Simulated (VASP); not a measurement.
# InAs (F-43m) in VASP: electric field gradients with PBE

Aim: the electric field gradients of InAs with PBE.

Program: VASP 6.6.1. These are calculated values, not measurements. Logs are shortened: lines on timing, memory, paths and dates and some standing lists are left out, and cuts for length are marked.

**1. The cell of the first run**

It takes space group F-43m (No. 216, cubic). The conventional cell has a = 6.036 Å, b = 6.036 Å, c = 6.036 Å, α = 90.00°, β = 90.00°, γ = 90.00°. In (site symmetry -43m) has 4 As at 2.61 Å within 3.4 Å. As (site symmetry -43m) has 4 In at 2.61 Å within 3.4 Å.

**2. Electric field gradients, PBE**

The input, INCAR:

```
SYSTEM = InAs
ALGO     = Normal         ! electronic algorithm
EDIFF    = 1E-8           ! SCF threshold, eV
ENCUT    = 400            ! plane-wave cutoff, eV
GGA      = PE             ! functional
GGA_COMPAT= .False.      
ISIF     = 2              ! what is computed and relaxed
ISMEAR   = -1             ! smearing method
ISYM     = 0            
LASPH    = .True.         ! aspherical terms in the spheres
LCHARG   = .False.        ! write CHGCAR
LEFG     = .True.       
LREAL    = .False.        ! projectors in reciprocal space
LWAVE    = .False.        ! write WAVECAR
NBANDS   = 16             ! bands
NELM     = 120            ! most SCF steps
PREC     = Accurate       ! precision mode
SIGMA    = 0.05           ! smearing width, eV
```

The input, KPOINTS:

```
k-points
0
Gamma
  8 8 8
  0 0 0
```

The input, POSCAR:

```
InAs
1.0
    0.0000000000      3.0180000000      3.0180000000
    3.0180000000      0.0000000000      3.0180000000
    3.0180000000      3.0180000000      0.0000000000
In As
1 1
Direct
    0.0000000000      0.0000000000      0.0000000000
    0.2500000000      0.2500000000      0.2500000000
```

Potentials or basis: VASP PAW PBE potentials, release 64 (In_d, As).

Command:

```
$ cat potpaw_PBE.64/In_d/POTCAR potpaw_PBE.64/As/POTCAR > POTCAR
$ mpirun -np 1 vasp_std > vasp.out
```

OUTCAR:

```text
SYSTEM = InAs
   EDIFF = 1E-8
   ENCUT = 400
   GGA = PE
   ISIF = 2
   ISMEAR = -1
   ISYM = 0
   LASPH = .True.
   LREAL = .False.
   NELM = 120
   PREC = Accurate

 ion  position               nearest neighbor table
   1  0.000  0.000  0.000-   2 2.61   2 2.61   2 2.61   2 2.61
   2  0.250  0.250  0.250-   1 2.61   1 2.61   1 2.61   1 2.61

IMPORTANT INFORMATION: All symmetrisations will be switched off!
NOSYMM: (Re-)initialisation of all symmetry stuff for point group C_1.

----------------------------------------------------------------------------------------

                                     Primitive cell

  volume of cell :      54.9778

  direct lattice vectors                    reciprocal lattice vectors
     0.000000000  3.018000000  3.018000000    -0.165672631  0.165672631  0.165672631
     3.018000000  0.000000000  3.018000000     0.165672631 -0.165672631  0.165672631
     3.018000000  3.018000000  0.000000000     0.165672631  0.165672631 -0.165672631

  length of vectors
     4.268096531  4.268096531  4.268096531     0.286953414  0.286953414  0.286953414

  position of ions in fractional coordinates (direct lattice)
     0.000000000  0.000000000  0.000000000
     0.250000000  0.250000000  0.250000000

  ion indices of the primitive-cell ions
   primitive index   ion index
                 1           1
                 2           2

----------------------------------------------------------------------------------------

 KPOINTS: k-points

Automatic generation of k-mesh.
 Grid dimensions read from file:
 generate k-points for:    8    8    8

 Generating k-lattice:

  Cartesian coordinates                     Fractional coordinates (reciprocal lattice)
    -0.020709079  0.020709079  0.020709079     0.125000000  0.000000000  0.000000000
     0.020709079 -0.020709079  0.020709079     0.000000000  0.125000000  0.000000000
     0.020709079  0.020709079 -0.020709079     0.000000000  0.000000000  0.125000000

  Length of vectors
     0.035869177  0.035869177  0.035869177

  Shift w.r.t. Gamma in fractional coordinates (k-lattice)
     0.000000000  0.000000000  0.000000000

[... 84 lines left out ...]
 maximum number of plane-waves:      1012
   NGX = 13   NGY = 13   NGZ = 13

 number of electron      18.0000016 magnetization

 Free energy of the ion-electron system (eV)
  ---------------------------------------------------
  ext. energy  EPLUGINS =         0.00000000
  ---------------------------------------------------
  free energy    TOTEN  =        -7.66155761 eV

  energy without entropy =       -7.66101000  energy(sigma->0) =       -7.66128380

 E-fermi :   4.6126     XC(G=0):  -9.1165

 val. band max:        4.5643606362   @ k =   0.0000   0.0000   0.0000
 cond. band min:       5.5327403316   @ k =   0.0000   0.0000   0.5000
 fundamental gap:      0.9683796954
 Fermi energy:         4.6126022569

 k-point     1 :       0.0000    0.0000    0.0000
  band No.  band energies     occupation
      1      -9.8392      2.00000
      2      -9.8392      2.00000
      3      -9.8392      2.00000
      4      -9.7111      2.00000
      5      -9.7111      2.00000
      6      -7.3326      2.00000
[... 433 lines left out ...]
      3      -9.8140      2.00000
      4      -9.7192      2.00000
      5      -9.7045      2.00000
      6      -6.7630      2.00000
[... 8 lines left out ...]
     15      14.1528      0.00000
     16      14.1855      0.00000

 [... further k-points ...]

------------------------ aborting loop because EDIFF is reached ----------------------------------------

  FORCE on cell =-STRESS in cart. coord.  units (eV):
  Direction    XX          YY          ZZ          XY          YZ          ZX
  --------------------------------------------------------------------------------------
  -------------------------------------------------------------------------------------
  Total        1.4886575      1.4886574      1.4886582      0.0000123      0.0000112      0.0000113
  in kB       43.3828095     43.3828055     43.3828293      0.0003586      0.0003256      0.0003295
  external PRESSURE =      43.3828148 kB  Pullay stress =       0.0000000 kB

 VOLUME and BASIS-vectors are now :
 -----------------------------------------------------------------------------
  energy-cutoff  :      400.00
  volume of cell :       54.98
      direct lattice vectors                 reciprocal lattice vectors
     0.000000000  3.018000000  3.018000000    -0.165672631  0.165672631  0.165672631
     3.018000000  0.000000000  3.018000000     0.165672631 -0.165672631  0.165672631
     3.018000000  3.018000000  0.000000000     0.165672631  0.165672631 -0.165672631

 POSITION                                       TOTAL-FORCE (eV/Angst)
 -----------------------------------------------------------------------------------
      0.00000      0.00000      0.00000        -0.000000     -0.000000     -0.000000
      1.50900      1.50900      1.50900         0.000000      0.000000      0.000000
 -----------------------------------------------------------------------------------
    total drift:                               -0.000001     -0.000001     -0.000000

  FREE ENERGIE OF THE ION-ELECTRON SYSTEM (eV)
  ---------------------------------------------------
  free  energy   TOTEN  =        -7.6615576071 eV

  energy  without entropy=       -7.6610099990  energy(sigma->0) =       -7.66128380

 Electric field gradients (V/A^2)
---------------------------------------------------------------------
 ion       V_xx      V_yy      V_zz      V_xy      V_xz      V_yz
---------------------------------------------------------------------
   1      -0.000     0.000     0.000    -0.000    -0.000    -0.000
   2       0.000    -0.000     0.000     0.000     0.000     0.000
---------------------------------------------------------------------

 Electric field gradients after diagonalization (V/A^2)
 (convention: |V_zz| > |V_xx| > |V_yy|)
----------------------------------------------------------------------
 ion       V_xx      V_yy      V_zz     asymmetry (V_yy - V_xx)/ V_zz
----------------------------------------------------------------------
   1       0.000     0.000    -0.001       0.010
   2      -0.000    -0.000     0.000       0.002
----------------------------------------------------------------------

           NMR quadrupolar parameters

 Cq : quadrupolar parameter    Cq=e*Q*V_zz/h
 eta: asymmetry parameters     (V_yy - V_xx)/ V_zz
 Q  : nuclear electric quadrupole moment in mb (millibarn)
----------------------------------------------------------------------
 ion       Cq(MHz)       eta       Q (mb)
----------------------------------------------------------------------
   1      -0.000       0.010       1.000
   2       0.000       0.002       1.000
----------------------------------------------------------------------
```

Run time: 3.9 min. Hardware: 1 thread of AMD EPYC 7R43 (Zen 3), shared host; peak memory 0.24 GiB.

What came out:

| Quantity | Value |
| --- | --- |
| Free energy | -7.6616 eV |
| Pressure | 4.3 GPa |
| Band gap on the k mesh | zero (filled and empty bands touch) |
| Largest electric field gradient by atom | under 0.05 V/Å² on every atom |

Levels at points of the mesh, in eV from the Fermi level:
```tsv
k point	band 7	band 8	band 9	band 10	band 11	band 12
(0.00, 0.00, 0.00)	-0.22	-0.05	-0.05	-0.05	3.86	3.86
(0.50, 0.00, 0.00)	-5.84	-1.04	-1.04	0.92	4.63	4.63
(0.00, 0.50, 0.00)	-5.84	-1.04	-1.04	0.92	4.63	4.63
(0.00, 0.00, 0.50)	-5.84	-1.04	-1.04	0.92	4.63	4.63
(0.50, 0.50, 0.50)	-5.84	-1.04	-1.04	0.92	4.63	4.63
(0.50, 0.50, 0.00)	-5.91	-2.39	-2.39	1.49	2.01	9.17
(0.00, 0.50, 0.50)	-5.91	-2.39	-2.39	1.49	2.01	9.17
(0.50, 0.00, 0.50)	-5.91	-2.39	-2.39	1.49	2.01	9.17
```

Caveat: the cell stands under pressure; semilocal functionals underestimate gaps, and a narrow one can read as zero; spin-orbit coupling is left out, which moves the levels of the heavy elements.

The gap in the log of VASP goes by the Fermi energy; the results here count the filled bands.